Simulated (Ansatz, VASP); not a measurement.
# Mg in VASP and in Ansatz

INCAR

```
ALGO = Normal
EDIFF = 1E-6
ENCUT = 520
GGA = PE
ISIF = 2
ISMEAR = -1
LASPH = True
LCHARG = False
LREAL = False
LWAVE = False
NBANDS = 12
NELM = 60
PREC = Accurate
SIGMA = 0.08
```

The input KPOINTS:

```
k-points
0
Gamma
  13 8 8
```

The input POSCAR:

```
Mg
1.0
   -1.5997790265      2.7708985547      0.0000000000
    0.0000000000      0.0000000000      5.1808918026
    4.7993370793      2.7708985547      0.0000000000
Mg
4
Direct
    0.5000000000      0.2500000000      0.1666666670
    0.0000000000      0.2500000000      0.6666666670
    0.0000000000      0.7500000000      0.3333333330
    0.5000000000      0.7500000000      0.8333333330
```

Input for Ansatz:

```yaml
crystal:
  lattice:
    - [-1.5997790265, 2.7708985547, 0.0]
    - [0.0, 0.0, 5.1808918026]
    - [4.7993370793, 2.7708985547, 0.0]
  atoms:
    - { symbol: Mg, position: [0.5, 0.25, 0.166666667] }
    - { symbol: Mg, position: [0.0, 0.25, 0.666666667] }
    - { symbol: Mg, position: [0.0, 0.75, 0.333333333] }
    - { symbol: Mg, position: [0.5, 0.75, 0.833333333] }
kpoints:
  mp_grid: { grid: [13, 8, 8] }
scf:
  occupations: { method: fermi_dirac, width: 0.08 }
hamiltonian:
  xc: pbe
  pseudopotentials: { kind: all_electron, lapw: { basis_error: 0.001 } }
output:
  forces: true
  stress: true
  eigenvalues: true
```

Alike in both runs: task single point; functional PBE; k mesh 13 × 8 × 8; occupations fermi-dirac, width 0.08 eV; no spin polarisation.

```csv
,VASP,Ansatz
version,VASP 6.6.1,Ansatz 0.2.0
potentials or method,"VASP PAW PBE potentials, release 64 (Mg), cutoff 520 eV","all-electron LAPW, scalar-relativistic"
```

Ansatz gave:

```
pressure (GPa)                                                : 0.0
traceless stress, the component that is largest in VASP (GPa) : -0.19
```

Q: Which values does VASP return?

A: Pressure (GPa): -0.1; traceless stress, the component that is largest in VASP (GPa): -0.19.

Ansatz ran all-electron here, and VASP with PAW potentials.
